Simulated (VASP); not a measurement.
# PbO3 (ReO3 type) (Pm-3m) in VASP: notebook

The runs below take PbO3 (ReO3 type) through single point, with PBE.

Program: VASP 6.6.1. These are calculated values, not measurements. Logs are shortened: lines on timing, memory, paths and dates and some standing lists are left out, and cuts for length are marked.

## 1. The cell of the first run

The structure is cubic, space group Pm-3m (No. 221). The conventional cell has a = 4.325 Å, b = 4.325 Å, c = 4.325 Å, α = 90.00°, β = 90.00°, γ = 90.00°. Within 2.9 Å of Pb (site symmetry m-3m) lie 6 O at 2.16 Å. Within 2.9 Å of O (site symmetry 4/mmm) lie 2 Pb at 2.16 Å.

## 2. Single point, PBE

Input file INCAR:

```
ALGO = Normal ; EDIFF = 1E-6
ENCUT = 520 ; GGA = PE
ISIF = 2 ; ISMEAR = -1
LASPH = T ; LCHARG = T
LELF = T ; LREAL = F
LVHAR = T ; LWAVE = F
NBANDS = 24 ; NELM = 60
PREC = Accurate ; SIGMA = 0.06122561905347299
```

Input file KPOINTS:

```
k-points
0
Gamma
  9 9 9
```

Input file POSCAR:

```
PbO3
1.0
    4.3246796576      0.0000000000      0.0000000000
    0.0000000000      4.3246796576      0.0000000000
    0.0000000000      0.0000000000      4.3246796576
Pb O
1 3
Direct
    0.0000000000      0.0000000000      0.0000000000
    0.5000000000      0.0000000000      0.0000000000
    0.0000000000      0.5000000000      0.0000000000
    0.0000000000      0.0000000000      0.5000000000
```

Potentials or basis: VASP PAW PBE potentials, release 64 (Pb_d, O).

The run is started by

```
$ cat potpaw_PBE.64/Pb_d/POTCAR potpaw_PBE.64/O/POTCAR > POTCAR
$ mpirun -np 1 vasp_std > vasp.out
```

OUTCAR:

```text
EDIFF = 1E-6
   ENCUT = 520
   GGA = PE
   ISIF = 2
   ISMEAR = -1
   LASPH = T
   LREAL = F
   NELM = 60
   PREC = Accurate

 ion  position               nearest neighbor table
   1  0.000  0.000  0.000-   2 2.16   3 2.16   4 2.16   4 2.16   3 2.16   2 2.16
   2  0.500  0.000  0.000-   1 2.16   1 2.16
   3  0.000  0.500  0.000-   1 2.16   1 2.16
   4  0.000  0.000  0.500-   1 2.16   1 2.16

  LATTYP: Found a simple cubic cell.
 ALAT       =     4.3246796576

  Lattice vectors:

 A1 = (   4.3246796576,   0.0000000000,   0.0000000000)
 A2 = (   0.0000000000,   4.3246796576,   0.0000000000)
 A3 = (   0.0000000000,   0.0000000000,   4.3246796576)

Analysis of symmetry for initial positions (statically):
=====================================================================
 Subroutine PRICEL returns:
 Original cell was already a primitive cell.

 Routine SETGRP: Setting up the symmetry group for a
 simple cubic supercell.

 Subroutine GETGRP returns: Found 48 space group operations
 (whereof 48 operations were pure point group operations)
 out of a pool of 48 trial point group operations.

The static configuration has the point symmetry O_h .

Analysis of symmetry for dynamics (positions and initial velocities):
=====================================================================
 Subroutine PRICEL returns:
 Original cell was already a primitive cell.

 Routine SETGRP: Setting up the symmetry group for a
 simple cubic supercell.

 Subroutine GETGRP returns: Found 48 space group operations
 (whereof 48 operations were pure point group operations)
 out of a pool of 48 trial point group operations.

The dynamic configuration has the point symmetry O_h .

 Subroutine INISYM returns: Found 48 space group operations
 (whereof 48 operations are pure point group operations),
 and found     1 'primitive' translations

----------------------------------------------------------------------------------------

                                     Primitive cell

  volume of cell :      80.8839

  direct lattice vectors                    reciprocal lattice vectors
     4.324679658  0.000000000  0.000000000     0.231231000  0.000000000  0.000000000
     0.000000000  4.324679658  0.000000000     0.000000000  0.231231000  0.000000000
     0.000000000  0.000000000  4.324679658     0.000000000  0.000000000  0.231231000

  length of vectors
     4.324679658  4.324679658  4.324679658     0.231231000  0.231231000  0.231231000

  position of ions in fractional coordinates (direct lattice)
     0.000000000  0.000000000  0.000000000
     0.500000000  0.000000000  0.000000000
     0.000000000  0.500000000  0.000000000
     0.000000000  0.000000000  0.500000000

  ion indices of the primitive-cell ions
   primitive index   ion index
                 1           1
                 2           2
                 3           3
                 4           4

----------------------------------------------------------------------------------------

 KPOINTS: k-points

Automatic generation of k-mesh.
 Grid dimensions read from file:
 generate k-points for:    9    9    9

 Generating k-lattice:

  Cartesian coordinates                     Fractional coordinates (reciprocal lattice)
     0.025692333  0.000000000  0.000000000     0.111111111  0.000000000  0.000000000
     0.000000000  0.025692333  0.000000000     0.000000000  0.111111111  0.000000000
     0.000000000  0.000000000  0.025692333     0.000000000  0.000000000  0.111111111

  Length of vectors
     0.025692333  0.025692333  0.025692333

  Shift w.r.t. Gamma in fractional coordinates (k-lattice)
     0.000000000  0.000000000  0.000000000

 Subroutine IBZKPT returns following result:
 ===========================================

 Found     35 irreducible k-points:

 Following reciprocal coordinates:
            Coordinates               Weight
  0.000000  0.000000  0.000000      1.000000
  0.111111  0.000000  0.000000      6.000000
  0.222222  0.000000  0.000000      6.000000
  0.333333  0.000000  0.000000      6.000000
  0.444444  0.000000  0.000000      6.000000
  0.111111  0.111111  0.000000     12.000000
[... 16 lines left out ...]
  0.333333  0.333333  0.111111     24.000000
  0.444444  0.333333  0.111111     48.000000
 [... further k-points ...]
   k-points           NKPTS =     35   k-points in BZ     NKDIM =     35   number of bands    NBANDS=     24
   number of dos      NEDOS =    301   number of ions     NIONS =      4
   total plane-waves  NPLWV =  32768
   dimension x,y,z NGX =    32 NGY =   32 NGZ =   32
   dimension x,y,z NGXF=    64 NGYF=   64 NGZF=   64
   ions per type =               1   3
   NGX,Y,Z   is equivalent  to a cutoff of  12.30, 12.30, 12.30 a.u.
   NGXF,Y,Z  is equivalent  to a cutoff of  24.60, 24.60, 24.60 a.u.
 SYSTEM =  unknown system
   PREC   = accura    normal or accurate (medium, high low for compatibility)
   ISTART =      0    job   : 0-new  1-cont  2-samecut
   ICHARG =      2    charge: 1-file 2-atom 10-const
   ISPIN  =      1    spin polarized calculation?
   LNONCOLLINEAR =      F non collinear calculations
   LSORBIT =      F    spin-orbit coupling
   LASPH  =      T    aspherical Exc in radial PAW
   ENCUT  =  520.0 eV  38.22 Ry    6.18 a.u.   8.04  8.04  8.04*2*pi/ulx,y,z
   NELM   =     60;   NELMIN=  2; NELMDL= -5     # of ELM steps
   EDIFF  = 0.1E-05   stopping-criterion for ELM
   LREAL  =      F    real-space projection
   EDIFFG = 0.1E-04   stopping-criterion for IOM
   NSW    =      0    number of steps for IOM
   IBRION =     -1    ionic relax: 0-MD 1-quasi-New 2-CG
   NFREE  =      0    steps in history (QN), initial steepest desc. (CG)
   ISIF   =      2    stress and relaxation
   ISYM   =      2    0-nonsym 1-usesym 2-fastsym
   POTIM  = 0.5000    time-step for ionic-motion
   TEBEG  =    0.0;   TEEND  =   0.0 temperature during run
   PSTRESS=    0.0 pullay stress
   NELECT =      32.0000    total number of electrons
   NUPDOWN=      -1.0000    fix difference up-down
   EMIN   =  10.00;   EMAX   =-10.00  energy-range for DOS
   EFERMI =   0.00;   METHOD = LEGACY
   ISMEAR =    -1;   SIGMA  =   0.06  broadening in eV -4-tet -1-fermi 0-gaus
   EFERMI_NEDOS =   21; number of points for ismear=-14 and -15
   IALGO  =     38    algorithm
   IMIX   =      4    mixing-type and parameters
     AMIX     =   0.40;   BMIX     =  1.00
     AMIX_MAG =   1.60;   BMIX_MAG =  1.00
  volume/ion in A,a.u.               =      20.22       136.46
  Fermi-wavevector in a.u.,A,eV,Ry     =   1.201815  2.271101 19.651695  1.444359
  Thomas-Fermi vector in A             =   2.337613
   LORBIT       =      0    0 simple, 1 ext, 2 COOP (PROOUT), +10 PAW based schemes
   GGA     = PE    functional components
   LHFCALC =     F    Hartree Fock is set to
   AEXX    =    0.0000 exact exchange contribution
   IVDW    =     0    specifies the selected vdW correction
   LEPSILON=     F    determine dielectric tensor
   LRPA    =     F    only Hartree local field effects (RPA)
 non-spin polarized calculation
  energy-cutoff  :      520.00
  volume of cell :       80.88
 maximum number of plane-waves:      2218
   NGX = 17   NGY = 17   NGZ = 17

 number of electron      31.9999988 magnetization

 Free energy of the ion-electron system (eV)
  ---------------------------------------------------
  ext. energy  EPLUGINS =         0.00000000
  ---------------------------------------------------
  free energy    TOTEN  =       -17.07221224 eV

  energy without entropy =      -16.97248634  energy(sigma->0) =      -17.02234929

 E-fermi :  -1.1779     XC(G=0):  -8.0389

 val. band max:       -1.1863562103   @ k =   0.4444   0.4444   0.2222
 cond. band min:      -1.1706308779   @ k =   0.3333   0.2222   0.0000
 fundamental gap:      0.0157253324
 Fermi energy:        -1.1778908463

 k-point     1 :       0.0000    0.0000    0.0000
  band No.  band energies     occupation
      1     -18.4314      2.00000
      2     -18.4314      2.00000
      3     -18.1901      2.00000
      4     -15.7803      2.00000
      5     -15.7803      2.00000
      6     -15.7803      2.00000
[... 16 lines left out ...]
     23      12.3935      0.00000
     24      12.3935      0.00000

 k-point     2 :       0.1111    0.0000    0.0000
  band No.  band energies     occupation
      1     -18.4311      2.00000
      2     -18.3851      2.00000
      3     -18.1469      2.00000
      4     -15.7838      2.00000
      5     -15.7838      2.00000
      6     -15.7803      2.00000
[... 16 lines left out ...]
     23      12.5186      0.00000
     24      12.6426      0.00000

 k-point     3 :       0.2222    0.0000    0.0000
  band No.  band energies     occupation
      1     -18.4299      2.00000
      2     -18.3236      2.00000
      3     -17.9494      2.00000
      4     -15.7925      2.00000
      5     -15.7925      2.00000
      6     -15.7801      2.00000
[... 16 lines left out ...]
     23      12.6643      0.00000
     24      12.8588      0.00000

 k-point     4 :       0.3333    0.0000    0.0000
  band No.  band energies     occupation
      1     -18.4285      2.00000
      2     -18.3001      2.00000
      3     -17.5850      2.00000
      4     -15.8024      2.00000
      5     -15.8024      2.00000
      6     -15.7799      2.00000
[... 16 lines left out ...]
     23      11.9053      0.00000
     24      13.3052      0.00000

 k-point     5 :       0.4444    0.0000    0.0000
  band No.  band energies     occupation
      1     -18.4275      2.00000
      2     -18.2923      2.00000
      3     -17.2127      2.00000
      4     -15.8087      2.00000
      5     -15.8087      2.00000
      6     -15.7798      2.00000
[... 451 lines left out ...]
 k-point    22 :       0.4444    0.2222    0.1111
  band No.  band energies     occupation
      1     -18.2934      2.00000
      2     -17.9945      2.00000
      3     -17.2068      2.00000
      4     -15.8216      2.00000
      5     -15.8121      2.00000
      6     -15.7954      2.00000
[... 16 lines left out ...]
     23      11.2878      0.00000
     24      12.4576      0.00000

 k-point    23 :       0.3333    0.3333    0.1111
  band No.  band energies     occupation
      1     -18.2845      2.00000
      2     -17.7094      2.00000
      3     -17.4957      2.00000
      4     -15.8254      2.00000
      5     -15.8054      2.00000
      6     -15.8054      2.00000
[... 16 lines left out ...]
     23      11.6643      0.00000
     24      12.4195      0.00000

 k-point    24 :       0.4444    0.3333    0.1111
  band No.  band energies     occupation
      1     -18.2809      2.00000
      2     -17.6209      2.00000
      3     -17.2023      2.00000
      4     -15.8322      2.00000
      5     -15.8122      2.00000
      6     -15.8095      2.00000
[... 16 lines left out ...]
     23      11.7010      0.00000
     24      12.3135      0.00000

 [... further k-points ...]

------------------------ aborting loop because EDIFF is reached ----------------------------------------

  FORCE on cell =-STRESS in cart. coord.  units (eV):
  Direction    XX          YY          ZZ          XY          YZ          ZX
  --------------------------------------------------------------------------------------
  -------------------------------------------------------------------------------------
  Total       -0.5720999     -0.5720999     -0.5720999      0.0000000      0.0000000     -0.0000000
  in kB      -11.3323670    -11.3323670    -11.3323670      0.0000000      0.0000000     -0.0000000
  external PRESSURE =     -11.3323670 kB  Pullay stress =       0.0000000 kB

 VOLUME and BASIS-vectors are now :
 -----------------------------------------------------------------------------
  energy-cutoff  :      520.00
  volume of cell :       80.88
      direct lattice vectors                 reciprocal lattice vectors
     4.324679658  0.000000000  0.000000000     0.231231000  0.000000000  0.000000000
     0.000000000  4.324679658  0.000000000     0.000000000  0.231231000  0.000000000
     0.000000000  0.000000000  4.324679658     0.000000000  0.000000000  0.231231000

 POSITION                                       TOTAL-FORCE (eV/Angst)
 -----------------------------------------------------------------------------------
      0.00000      0.00000      0.00000         0.000000      0.000000      0.000000
      2.16234      0.00000      0.00000         0.000000      0.000000      0.000000
      0.00000      2.16234      0.00000         0.000000      0.000000      0.000000
      0.00000      0.00000      2.16234         0.000000      0.000000      0.000000
 -----------------------------------------------------------------------------------
    total drift:                                0.000000      0.000000     -0.000000

  FREE ENERGIE OF THE ION-ELECTRON SYSTEM (eV)
  ---------------------------------------------------
  free  energy   TOTEN  =       -17.0722122403 eV

  energy  without entropy=      -16.9724863359  energy(sigma->0) =      -17.02234929
```

Wall time 64 s (1 thread of Intel Xeon 8259CL, shared host); peak memory 0.21 GiB.

Results:

| Quantity | Value |
| --- | --- |
| Free energy | -17.0722 eV |
| Pressure | -1.1 GPa |
| Band gap on the k mesh | zero (bands 16 and 17 overlap by 0.64 eV) |

Levels at points of the mesh, in eV from the Fermi level:
```csv
k point,band 12,band 13,band 14,band 15,band 16,band 17,band 18,band 19,band 20,band 21
"(0.00, 0.00, 0.00)",-1.39,-0.38,-0.38,-0.38,-0.28,-0.28,-0.28,7.81,12.35,12.35
```

Caveat: semilocal functionals underestimate gaps, and a narrow one can read as zero; spin-orbit coupling is left out, which moves the levels of the heavy elements.

## 3. Single point, PBE

This run uses another cell than the first one, of 20.62 Å³/atom.

Input file INCAR:

```
PREC = Accurate
ENCUT = 520
EDIFF = 1E-7
ISMEAR = -1
SIGMA = 0.06122561905347299
LREAL = F
LASPH = T
NELM = 80
ALGO = Normal
ISIF = 2
LWAVE = F
LCHARG = T
GGA = PE
LELF = T
LVHAR = T
NBANDS = 24
```

Input file KPOINTS:

```
Automatic mesh
0
Gamma
  9 9 9
```

Input file POSCAR:

```
PbO3
1.0
    4.3527627799      0.0000000000      0.0000000000
    0.0000000000      4.3527627799      0.0000000000
    0.0000000000      0.0000000000      4.3527627799
Pb O
1 3
Direct
    0.0000000000      0.0000000000      0.0000000000
    0.5000000000      0.0000000000      0.0000000000
    0.0000000000      0.5000000000      0.0000000000
    0.0000000000      0.0000000000      0.5000000000
```

Potentials or basis: VASP PAW PBE potentials, release 64 (Pb_d, O).

The run is started by

```
$ cat potpaw_PBE.64/Pb_d/POTCAR potpaw_PBE.64/O/POTCAR > POTCAR
$ mpirun -np 1 vasp_std > vasp.out
```

Wall time 75 s (1 thread of Intel Xeon 8259CL, shared host); peak memory 0.21 GiB.

The run converged. Its results:

```
Free energy            : -17.0572 eV
Pressure               : -2.2 GPa
Band gap on the k mesh : zero (bands 16 and 17 overlap by 0.62 eV)
```

Levels at points of the mesh, in eV from the Fermi level:
| k point | band 12 | band 13 | band 14 | band 15 | band 16 | band 17 | band 18 | band 19 | band 20 | band 21 |
| --- | --- | --- | --- | --- | --- | --- | --- | --- | --- | --- |
| (0.00, 0.00, 0.00) | -1.55 | -0.37 | -0.37 | -0.37 | -0.27 | -0.27 | -0.27 | 7.79 | 12.16 | 12.16 |

Caveat: semilocal functionals underestimate gaps, and a narrow one can read as zero; spin-orbit coupling is left out, which moves the levels of the heavy elements.

## 4. Single point, PBE

This run uses another cell than the first one, of 21.01 Å³/atom.

Input file INCAR:

```
SYSTEM = PbO3
  ALGO = Normal
  EDIFF = 1E-6
  ENCUT = 520
  GGA = PE
  ISIF = 2
  ISMEAR = -1
  LASPH = .TRUE.
  LCHARG = .TRUE.
  LELF = .TRUE.
  LREAL = .FALSE.
  LVHAR = .TRUE.
  LWAVE = .FALSE.
  NBANDS = 24
  NELM = 60
  PREC = Accurate
  SIGMA = 0.06122561905347299
```

Input file KPOINTS:

```
k-points
0
G
  9 9 9
  0 0 0
```

Input file POSCAR:

```
PbO3
1.0
    4.3804881311      0.0000000000      0.0000000000
    0.0000000000      4.3804881311      0.0000000000
    0.0000000000      0.0000000000      4.3804881311
Pb O
1 3
Direct
    0.0000000000      0.0000000000      0.0000000000
    0.5000000000      0.0000000000      0.0000000000
    0.0000000000      0.5000000000      0.0000000000
    0.0000000000      0.0000000000      0.5000000000
```

The run is started by

```
$ cat potpaw_PBE.64/Pb_d/POTCAR potpaw_PBE.64/O/POTCAR > POTCAR
$ mpirun -np 1 vasp_std > vasp.out
```

It took 1.9 min on 1 thread of Intel Xeon 8259CL, shared host; peak memory 0.24 GiB.

It converged, with:

| Quantity | Value |
| --- | --- |
| Free energy | -17.0322 eV |
| Pressure | -3.2 GPa |
| Band gap on the k mesh | zero (bands 16 and 17 overlap by 0.60 eV) |

Levels at points of the mesh, in eV from the Fermi level:
```csv
k point,band 14,band 15,band 16,band 17,band 18,band 19
"(0.00, 0.00, 0.00)",-0.35,-0.35,-0.26,-0.26,-0.26,7.78
```

Caveat: the cell stands under tension; semilocal functionals underestimate gaps, and a narrow one can read as zero; spin-orbit coupling is left out, which moves the levels of the heavy elements.

## 5. Single point, PBE

This run uses another cell than the first one, of 21.01 Å³/atom.

Input file INCAR:

```
PREC = Accurate
ENCUT = 520
EDIFF = 1E-6
ISMEAR = -1
SIGMA = 0.06122561905347299
LREAL = False
LASPH = True
NELM = 60
ALGO = Normal
ISIF = 2
LWAVE = False
LCHARG = False
GGA = PE
NBANDS = 24
```

Input file KPOINTS:

```
Automatic mesh
0
Gamma
  9 9 9
```

POSCAR is that of step 4.

The run is started by

```
$ cat potpaw_PBE.64/Pb_d/POTCAR potpaw_PBE.64/O/POTCAR > POTCAR
$ mpirun -np 1 vasp_std > vasp.out
```

It took 82 s on 1 thread of Intel Xeon 8259CL, shared host; peak memory 0.24 GiB.

It converged, with:

```yaml
Free_energy: -17.0322 eV
Pressure: -3.2 GPa
Band_gap_on_the_k_mesh: zero (bands 16 and 17 overlap by 0.60 eV)
```

Levels at points of the mesh, in eV from the Fermi level:
| k point | band 14 | band 15 | band 16 | band 17 | band 18 | band 19 |
| --- | --- | --- | --- | --- | --- | --- |
| (0.00, 0.00, 0.00) | -0.35 | -0.35 | -0.26 | -0.26 | -0.26 | 7.78 |

Caveat: the cell stands under tension; semilocal functionals underestimate gaps, and a narrow one can read as zero; spin-orbit coupling is left out, which moves the levels of the heavy elements.

## 6. Single point, PBE

This run uses another cell than the first one, of 18.64 Å³/atom.

Input file INCAR:

```
PREC = Accurate
ENCUT = 520
EDIFF = 1E-7
ISMEAR = -1
SIGMA = 0.06122561905347299
LREAL = F
LASPH = T
NELM = 80
ALGO = Normal
ISIF = 2
LWAVE = F
LCHARG = F
GGA = PE
NBANDS = 24
```

Input file KPOINTS:

```
Automatic mesh
0
Gamma
  13 13 13
```

Input file POSCAR:

```
PbO3
1.0
    4.2085242832      0.0000000000      0.0000000000
    0.0000000000      4.2085242832      0.0000000000
    0.0000000000      0.0000000000      4.2085242832
Pb O
1 3
Direct
    0.0000000000      0.0000000000      0.0000000000
    0.5000000000      0.0000000000      0.0000000000
    0.0000000000      0.5000000000      0.0000000000
    0.0000000000      0.0000000000      0.5000000000
```

Potentials or basis: VASP PAW PBE potentials, release 64 (Pb_d, O).

The run is started by

```
$ cat potpaw_PBE.64/Pb_d/POTCAR potpaw_PBE.64/O/POTCAR > POTCAR
$ mpirun -np 1 vasp_std > vasp.out
```

Run time: 2.9 min. Hardware: 1 thread of Intel Xeon 8259CL, shared host; peak memory 0.26 GiB.

Results (log left out):

```
Free energy            : -17.0126 eV
Pressure               : 4.3 GPa
Band gap on the k mesh : zero (bands 16 and 17 overlap by 0.75 eV)
```

Levels at points of the mesh, in eV from the Fermi level:
```csv
k point,band 12,band 13,band 14,band 15,band 16,band 17,band 18,band 19,band 20,band 21
"(0.00, 0.00, 0.00)",-0.65,-0.48,-0.48,-0.48,-0.36,-0.36,-0.36,7.87,13.14,13.14
```

Caveat: the cell stands under pressure; semilocal functionals underestimate gaps, and a narrow one can read as zero; spin-orbit coupling is left out, which moves the levels of the heavy elements.

## 7. The runs side by side

```csv
cell,k mesh,gap on the mesh (eV),pressure (GPa)
"a = 4.325 Å, 4 atoms",9 × 9 × 9,none,-1.1
"a = 4.353 Å, 4 atoms",9 × 9 × 9,none,-2.2
"a = 4.380 Å, 4 atoms",9 × 9 × 9,none,-3.2
"a = 4.209 Å, 4 atoms",13 × 13 × 13,none,4.3
```

Alike in all rows: task single point; level PBE; potentials or basis VASP PAW PBE potentials, release 64 (Pb_d, O); no spin polarisation; cutoff (eV) 520; smearing fermi-dirac 0.0612256 eV.

Caveats: semilocal functionals underestimate gaps, and a narrow one can read as zero; spin-orbit coupling is left out, which moves the levels of the heavy elements; the cell stands under tension (at least some runs); the cell stands under pressure (at least some runs).

Absolute energies hang on the potentials; compare differences alone.
